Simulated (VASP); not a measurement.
# C (Fd-3m) in VASP: settings compared

C is run at these levels: r2SCAN, r2SCAN+rVV10; tasks: relaxation of cell and atoms.

Everything below comes from runs of VASP 6.6.1. Logs are shortened: lines on timing, memory, paths and dates and some standing lists are left out, and cuts for length are marked.

### 1 The cell of the first run

The structure is cubic, space group Fd-3m (No. 227). Conventional cell: a = 3.567 Å, b = 3.567 Å, c = 3.567 Å, α = 90.00°, β = 90.00°, γ = 90.00°. C (site symmetry -43m) has 4 C at 1.54 Å within 2.1 Å.

### 2 Relaxation of cell and atoms, r2SCAN

Input file POSCAR:

```
C
1.0
    0.0000000000      1.7833700000      1.7833700000
    1.7833700000      0.0000000000      1.7833700000
    1.7833700000      1.7833700000      0.0000000000
C
2
Direct
    0.0000000000      0.0000000000      0.0000000000
    0.2500000000      0.2500000000      0.2500000000
```

Input file INCAR.step1:

```
  PREC = Accurate
  ENCUT = 600
  ISMEAR = 0
  SIGMA = 0.01
  LREAL = False
  LASPH = True
  NELM = 60
  GGA = PE
  ALGO = Normal
  EDIFF = 1E-4
  LWAVE = True
  LCHARG = False
```

Input file INCAR.step2:

```
  PREC = Accurate
  ENCUT = 600
  EDIFF = 1E-6
  ISMEAR = 0
  SIGMA = 0.01
  LREAL = False
  LASPH = True
  NELM = 60
  ALGO = Normal
  ISIF = 3
  LWAVE = False
  LCHARG = False
  METAGGA = R2SCAN
  LMIXTAU = True
  IBRION = 2
  NSW = 60
  EDIFFG = -0.01
  ISTART = 1
```

Input file KPOINTS:

```
regular mesh
0
Gamma
  10 10 10
```

Potentials or basis: VASP PAW PBE potentials, release 64 (C).

Launch:

```console
cat potpaw_PBE.64/C/POTCAR > POTCAR
cp INCAR.step1 INCAR
mpirun -np 1 vasp_std > vasp.out
cp INCAR.step2 INCAR
mpirun -np 1 vasp_std > vasp.out
```

OUTCAR:

```text
PREC = Accurate
   ENCUT = 600
   EDIFF = 1E-6
   ISMEAR = 0
   LREAL = False
   LASPH = True
   NELM = 60
   ISIF = 3
   METAGGA = R2SCAN
   IBRION = 2
   NSW = 60
   EDIFFG = -0.01
   ISTART = 1

 ion  position               nearest neighbor table
   1  0.000  0.000  0.000-   2 1.54   2 1.54   2 1.54   2 1.54
   2  0.250  0.250  0.250-   1 1.54   1 1.54   1 1.54   1 1.54

  LATTYP: Found a face centered cubic cell.
 ALAT       =     3.5667400000

  Lattice vectors:

 A1 = (   0.0000000000,   1.7833700000,   1.7833700000)
 A2 = (   1.7833700000,   0.0000000000,   1.7833700000)
 A3 = (   1.7833700000,   1.7833700000,   0.0000000000)

Analysis of symmetry for initial positions (statically):
=====================================================================
 Subroutine PRICEL returns:
 Original cell was already a primitive cell.

 Routine SETGRP: Setting up the symmetry group for a
 face centered cubic supercell.

 Subroutine GETGRP returns: Found 48 space group operations
 (whereof 24 operations were pure point group operations)
 out of a pool of 48 trial point group operations.

The static configuration has the point symmetry T_d .
 The point group associated with its full space group is O_h .

Analysis of symmetry for dynamics (positions and initial velocities):
=====================================================================
 Subroutine PRICEL returns:
 Original cell was already a primitive cell.

 Routine SETGRP: Setting up the symmetry group for a
 face centered cubic supercell.

 Subroutine GETGRP returns: Found 48 space group operations
 (whereof 24 operations were pure point group operations)
 out of a pool of 48 trial point group operations.

The dynamic configuration has the point symmetry T_d .
 The point group associated with its full space group is O_h .

 Subroutine INISYM returns: Found 48 space group operations
 (whereof 24 operations are pure point group operations),
 and found     1 'primitive' translations

----------------------------------------------------------------------------------------

                                     Primitive cell

  volume of cell :      11.3437

  direct lattice vectors                    reciprocal lattice vectors
     0.000000000  1.783370000  1.783370000    -0.280368067  0.280368067  0.280368067
     1.783370000  0.000000000  1.783370000     0.280368067 -0.280368067  0.280368067
     1.783370000  1.783370000  0.000000000     0.280368067  0.280368067 -0.280368067

  length of vectors
     2.522066041  2.522066041  2.522066041     0.485611737  0.485611737  0.485611737

  position of ions in fractional coordinates (direct lattice)
     0.000000000  0.000000000  0.000000000
     0.250000000  0.250000000  0.250000000

  ion indices of the primitive-cell ions
   primitive index   ion index
                 1           1
                 2           2

----------------------------------------------------------------------------------------

 KPOINTS: regular mesh

Automatic generation of k-mesh.
 Grid dimensions read from file:
 generate k-points for:   10   10   10

 Generating k-lattice:

  Cartesian coordinates                     Fractional coordinates (reciprocal lattice)
    -0.028036807  0.028036807  0.028036807     0.100000000  0.000000000  0.000000000
     0.028036807 -0.028036807  0.028036807     0.000000000  0.100000000  0.000000000
     0.028036807  0.028036807 -0.028036807     0.000000000  0.000000000  0.100000000

  Length of vectors
     0.048561174  0.048561174  0.048561174

  Shift w.r.t. Gamma in fractional coordinates (k-lattice)
     0.000000000  0.000000000  0.000000000

 Subroutine IBZKPT returns following result:
 ===========================================

 Found     47 irreducible k-points:

 Following reciprocal coordinates:
            Coordinates               Weight
  0.000000  0.000000  0.000000      1.000000
  0.100000  0.000000  0.000000      8.000000
  0.200000  0.000000  0.000000      8.000000
  0.300000  0.000000  0.000000      8.000000
  0.400000  0.000000  0.000000      8.000000
  0.500000  0.000000  0.000000      4.000000
[... 16 lines left out ...]
  0.300000  0.300000  0.000000      6.000000
  0.400000  0.300000  0.000000     24.000000
 [... further k-points ...]
   k-points           NKPTS =     47   k-points in BZ     NKDIM =     47   number of bands    NBANDS=      8
   number of dos      NEDOS =    301   number of ions     NIONS =      2
   total plane-waves  NPLWV =   8000
   dimension x,y,z NGX =    20 NGY =   20 NGZ =   20
   dimension x,y,z NGXF=    40 NGYF=   40 NGZF=   40
   ions per type =               2
   NGX,Y,Z   is equivalent  to a cutoff of  13.18, 13.18, 13.18 a.u.
   NGXF,Y,Z  is equivalent  to a cutoff of  26.37, 26.37, 26.37 a.u.
 SYSTEM =  unknown system
   PREC   = accura    normal or accurate (medium, high low for compatibility)
   ISTART =      1    job   : 0-new  1-cont  2-samecut
   ICHARG =      0    charge: 1-file 2-atom 10-const
   ISPIN  =      1    spin polarized calculation?
   LNONCOLLINEAR =      F non collinear calculations
   LSORBIT =      F    spin-orbit coupling
   LASPH  =      T    aspherical Exc in radial PAW
   ENCUT  =  600.0 eV  44.10 Ry    6.64 a.u.   5.04  5.04  5.04*2*pi/ulx,y,z
   NELM   =     60;   NELMIN=  2; NELMDL=  0     # of ELM steps
   EDIFF  = 0.1E-05   stopping-criterion for ELM
   LREAL  =      F    real-space projection
   EDIFFG = -.1E-01   stopping-criterion for IOM
   NSW    =     60    number of steps for IOM
   IBRION =      2    ionic relax: 0-MD 1-quasi-New 2-CG
   NFREE  =      1    steps in history (QN), initial steepest desc. (CG)
   ISIF   =      3    stress and relaxation
   ISYM   =      2    0-nonsym 1-usesym 2-fastsym
   POTIM  = 0.5000    time-step for ionic-motion
   TEBEG  =    0.0;   TEEND  =   0.0 temperature during run
   PSTRESS=    0.0 pullay stress
   NELECT =       8.0000    total number of electrons
   NUPDOWN=      -1.0000    fix difference up-down
   EMIN   =  10.00;   EMAX   =-10.00  energy-range for DOS
   EFERMI =   0.00;   METHOD = LEGACY
   ISMEAR =     0;   SIGMA  =   0.01  broadening in eV -4-tet -1-fermi 0-gaus
   EFERMI_NEDOS =   21; number of points for ismear=-14 and -15
   IALGO  =     38    algorithm
   IMIX   =      4    mixing-type and parameters
     AMIX     =   0.40;   BMIX     =  1.00
     AMIX_MAG =   1.60;   BMIX_MAG =  1.00
  volume/ion in A,a.u.               =       5.67        38.28
  Fermi-wavevector in a.u.,A,eV,Ry     =   1.457203  2.753714 28.891161  2.123440
  Thomas-Fermi vector in A             =   2.574032
   LORBIT       =      0    0 simple, 1 ext, 2 COOP (PROOUT), +10 PAW based schemes
   METAGGA = R2SCAN    functional components
   LHFCALC =     F    Hartree Fock is set to
   AEXX    =    0.0000 exact exchange contribution
   IVDW    =     0    specifies the selected vdW correction
   LEPSILON=     F    determine dielectric tensor
   LRPA    =     F    only Hartree local field effects (RPA)
 conjugate gradient relaxation of ions
 non-spin polarized calculation
 Gauss-broadening in eV      SIGMA  =   0.01
  energy-cutoff  :      600.00
  volume of cell :       11.34
 maximum number of plane-waves:       388
   NGX =  9   NGY =  9   NGZ =  9

--------------------------------------- Ionic step        1  -------------------------------------------

 number of electron       7.9999999 magnetization

 Free energy of the ion-electron system (eV)
  ---------------------------------------------------
  ext. energy  EPLUGINS =         0.00000000
  ---------------------------------------------------
  free energy    TOTEN  =       -19.66388449 eV

  energy without entropy =      -19.66388449  energy(sigma->0) =      -19.66388449

------------------------ aborting loop because EDIFF is reached ----------------------------------------

  FORCE on cell =-STRESS in cart. coord.  units (eV):
  Direction    XX          YY          ZZ          XY          YZ          ZX
  --------------------------------------------------------------------------------------
  -------------------------------------------------------------------------------------
  Total       -0.1478837     -0.1478837     -0.1478837      0.0000000     -0.0000000     -0.0000000
  in kB      -20.8870175    -20.8870175    -20.8870175      0.0000000     -0.0000000     -0.0000000
  external PRESSURE =     -20.8870175 kB  Pullay stress =       0.0000000 kB
[... 21 lines left out ...]
  energy  without entropy=      -19.6638844889  energy(sigma->0) =      -19.66388449

--------------------------------------- Ionic step        2  -------------------------------------------

 number of electron       7.9999999 magnetization

 E-fermi :  10.0171     XC(G=0): -14.3164

 val. band max:        9.8678250474   @ k =   0.0000   0.0000   0.0000
 cond. band min:      14.2597536746   @ k =   0.4000   0.4000   0.0000
 fundamental gap:      4.3919286272
 Fermi energy:        10.0170794257

 k-point     1 :       0.0000    0.0000    0.0000
  band No.  band energies     occupation
      1     -12.9760      2.00000
      2       9.8678      2.00000
      3       9.8678      2.00000
      4       9.8678      2.00000
      5      15.7327      0.00000
      6      15.7327      0.00000
      7      15.7327      0.00000
      8      23.9431      0.00000
[... 286 lines left out ...]
  energy  without entropy=      -19.6636644521  energy(sigma->0) =      -19.66366445

--------------------------------------- Ionic step        3  -------------------------------------------

 number of electron       7.9999999 magnetization

 Free energy of the ion-electron system (eV)
  ---------------------------------------------------
  ext. energy  EPLUGINS =         0.00000000
  ---------------------------------------------------
  free energy    TOTEN  =       -19.66423554 eV

  energy without entropy =      -19.66423554  energy(sigma->0) =      -19.66423554

 E-fermi :   9.9120     XC(G=0): -14.2834

 val. band max:        9.7799463080   @ k =   0.0000   0.0000   0.0000
 cond. band min:      14.1585169988   @ k =   0.4000   0.4000   0.0000
 fundamental gap:      4.3785706908
 Fermi energy:         9.9120460875

 k-point     1 :       0.0000    0.0000    0.0000
  band No.  band energies     occupation
      1     -12.9801      2.00000
      2       9.7799      2.00000
      3       9.7799      2.00000
      4       9.7799      2.00000
      5      15.6285      0.00000
      6      15.6285      0.00000
      7      15.6285      0.00000
      8      23.7107      0.00000
[... 282 lines left out ...]
  FREE ENERGIE OF THE ION-ELECTRON SYSTEM (eV)
  ---------------------------------------------------
  free  energy   TOTEN  =       -19.6642355425 eV

  energy  without entropy=      -19.6642355425  energy(sigma->0) =      -19.66423554

 reached required accuracy - stopping structural energy minimisation
```

It took 32 s on 1 thread of Intel Xeon Platinum 8488C (Sapphire Rapids), shared host; peak memory 0.11 GiB.

What came out:

```
Free energy                            : -19.6642 eV
Relaxed volume                         : 5.65 Å³/atom
Relaxed cell                           : a = 2.518 Å, b = 2.518 Å, c = 2.518 Å, α = 60.00°, β = 60.00°, γ = 60.00°
Space group after relaxing (to 0.05 Å) : Fd-3m (No. 227)
Energy gained by relaxing              : 0.2 meV/atom
Ionic steps                            : 3
Pressure after relaxing                : 0.0 GPa
Band gap on the k mesh                 : 4.38 eV, indirect (least direct gap 5.85 eV)
```

Step by step:
```tsv
step	energy change (eV)	largest force (eV/Å)	pressure (GPa)	volume (Å³)
1	0.0000	0.0000	-2.09	11.34
2	0.0002	0.0000	2.73	11.22
3	-0.0004	0.0000	-0.02	11.29
```

Final structure:
```yaml
crystal:
  lattice:
    - [0.00000, 1.78056, 1.78056]
    - [1.78056, 0.00000, 1.78056]
    - [1.78056, 1.78056, 0.00000]
  atoms:
    - { symbol: C, position: [0.00000, 0.00000, 0.00000] }
    - { symbol: C, position: [0.25000, 0.25000, 0.25000] }
```

Levels at points of the mesh, in eV from the valence-band top:
| k point | band 1 | band 2 | band 3 | band 4 | band 5 | band 6 | band 7 | band 8 |
| --- | --- | --- | --- | --- | --- | --- | --- | --- |
| (0.00, 0.00, 0.00) | -22.76 | 0.00 | 0.00 | 0.00 | 5.85 | 5.85 | 5.85 | 13.93 |
| (0.50, 0.00, 0.00) | -16.79 | -14.10 | -2.99 | -2.99 | 8.90 | 8.90 | 9.19 | 16.74 |
| (0.50, 0.50, 0.00) | -13.62 | -13.62 | -6.69 | -6.69 | 5.01 | 5.01 | 17.95 | 17.95 |

Caveat: the PAW data sets were made with another functional, which shifts forces and pressure a little. r2SCAN opens gaps a little over a GGA but as a rule still falls short of measured ones.

### 3 Relaxation of cell and atoms, r2SCAN+rVV10

POSCAR is that of step 2.

Input file INCAR.step1:

```
SYSTEM = C
  PREC = Accurate
  ENCUT = 600
  ISMEAR = 0
  SIGMA = 0.01
  LREAL = .FALSE.
  LASPH = .TRUE.
  NELM = 100
  GGA = PE
  ALGO = Normal
  EDIFF = 1E-4
  LWAVE = .TRUE.
  LCHARG = .FALSE.
```

Input file INCAR.step2:

```
SYSTEM = C
  PREC = Accurate
  ENCUT = 600
  EDIFF = 1E-6
  ISMEAR = 0
  SIGMA = 0.01
  LREAL = .FALSE.
  LASPH = .TRUE.
  NELM = 100
  ALGO = Normal
  ISIF = 3
  LWAVE = .FALSE.
  LCHARG = .FALSE.
  METAGGA = R2SCAN
  LMIXTAU = .TRUE.
  LUSE_VDW = .TRUE.
  IVDW_NL = 2
  BPARAM = 11.95
  CPARAM = 0.0093
  IBRION = 2
  NSW = 60
  EDIFFG = -0.01
  ISTART = 1
```

Input file KPOINTS:

```
regular mesh
0
G
  10 10 10
  0 0 0
```

Potentials or basis: VASP PAW PBE potentials, release 64 (C).

Launch:

```console
cat potpaw_PBE.64/C/POTCAR > POTCAR
cp INCAR.step1 INCAR
mpirun -np 1 vasp_std > vasp.out
cp INCAR.step2 INCAR
mpirun -np 1 vasp_std > vasp.out
```

Run time: 56 s. Hardware: 1 thread of Intel Xeon Platinum 8488C (Sapphire Rapids), shared host; peak memory 0.17 GiB.

It converged, with:

| Item | Value |
| --- | --- |
| Free energy | -19.5881 eV |
| Relaxed volume | 5.63 Å³/atom |
| Relaxed cell | a = 2.516 Å, b = 2.516 Å, c = 2.516 Å, α = 60.00°, β = 60.00°, γ = 60.00° |
| Space group after relaxing (to 0.05 Å) | Fd-3m (No. 227) |
| Energy gained by relaxing | 0.4 meV/atom |
| Ionic steps | 3 |
| Pressure after relaxing | 0.0 GPa |
| Band gap on the k mesh | 4.35 eV, indirect (least direct gap 5.85 eV) |

Step by step:
| step | energy change (eV) | largest force (eV/Å) | pressure (GPa) | volume (Å³) |
| --- | --- | --- | --- | --- |
| 1 | 0.0000 | 0.0000 | -2.99 | 11.34 |
| 2 | 0.0005 | 0.0000 | 3.98 | 11.17 |
| 3 | -0.0007 | 0.0000 | -0.04 | 11.27 |

Final structure:
```xyz
2
Lattice="0.0000 1.7794 1.7794 1.7794 0.0000 1.7794 1.7794 1.7794 0.0000" Properties=species:S:1:pos:R:3 pbc="T T T"
C     0.0000    0.0000    0.0000
C     0.8897    0.8897    0.8897
```

Levels at points of the mesh, in eV from the valence-band top:
```
           k point  band 2  band 3  band 4  band 5  band 6  band 7
(0.00, 0.00, 0.00)    0.00    0.00    0.00    5.85    5.85    5.85
(0.50, 0.00, 0.00)  -14.14   -3.00   -3.00    8.89    8.89    9.21
(0.50, 0.50, 0.00)  -13.64   -6.71   -6.71    4.98    4.98   17.98
```

Caveat: the PAW data sets were made with another functional, which shifts forces and pressure a little.
